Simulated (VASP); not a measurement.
Here is a VASP 6.6.1 calculation.

The input INCAR:

```
SYSTEM = Al5Ga3N8
ALGO = Normal
EDIFF = 1E-6
ENCUT = 600
GGA = PS
GGA_COMPAT = .FALSE.
ISIF = 2
ISMEAR = 0
LASPH = .TRUE.
LCHARG = .FALSE.
LREAL = .FALSE.
LWAVE = .FALSE.
NBANDS = 61
NELM = 120
PREC = Accurate
SIGMA = 0.02
```

Contents of KPOINTS:

```
k-points
0
G
  6 4 4
  0 0 0
```

POSCAR

```
Al5Ga3N8
1.0
   -0.0014430012     -0.0008331171     -5.0689060250
    3.1368704826      5.4343986636      0.0018002063
    3.1378920557     -5.4349884690      0.0000000000
Ga Al N
3 5 8
Direct
   -0.0011665618      0.1652001801      0.3313124085
   -0.0011665618      0.1652001801      0.8338877716
    0.4990435759      0.3350319092      0.6675159546
   -0.0000345467      0.6672093504      0.3336046752
   -0.0003493750      0.6689294512      0.8344647256
    0.5000651382      0.3355262971      0.1677631486
    0.5002337958      0.8314910624      0.6653480313
    0.5002337958      0.8314910624      0.1661430311
    0.6134880633      0.1629775434      0.3263747209
    0.6134880633      0.1629775434      0.8366028224
    0.6226921533      0.6671763200      0.3335881600
    0.6246105432      0.6744702899      0.8372351450
    0.1147659582      0.3398643464      0.6699321732
    0.1259436726      0.3406399052      0.1703199526
    0.1240761429      0.8259072794      0.6626518606
    0.1240761429      0.8259072794      0.1632554188
```

Potentials or basis: VASP PAW PBE potentials, release 64 (Ga_d, Al, N).

Run with:

```sh
$ cat potpaw_PBE.64/Ga_d/POTCAR potpaw_PBE.64/Al/POTCAR potpaw_PBE.64/N/POTCAR > POTCAR
$ mpirun -np 1 vasp_std > vasp.out
```

**Question.** Estimate the pressure.

**Answer.** -0.3 GPa.

**Question.** What does it give for the band gap on the k mesh?

**Answer.** 3.21 eV.

**Question.** What does it give for the largest force?

**Answer.** 0.013 eV/Å.

Forces on the atoms (eV/Å):
```
Ga   0.005  0.001 -0.002
Ga   0.003  0.004 -0.002
Ga  -0.002 -0.001  0.000
Al   0.001  0.000  0.002
Al   0.000  0.000  0.000
Al   0.000  0.000  0.001
Al  -0.002  0.001  0.001
Al   0.000 -0.002  0.001
N    0.009 -0.004 -0.006
N    0.001  0.010 -0.006
N    0.001  0.001 -0.001
N   -0.007 -0.004  0.002
N   -0.011 -0.006 -0.001
N   -0.010 -0.006  0.006
N    0.006  0.003  0.002
N    0.006  0.004  0.002
```

Caveat: the PAW data sets were made with another functional, which shifts forces and pressure a little. A k mesh can miss the band edges.
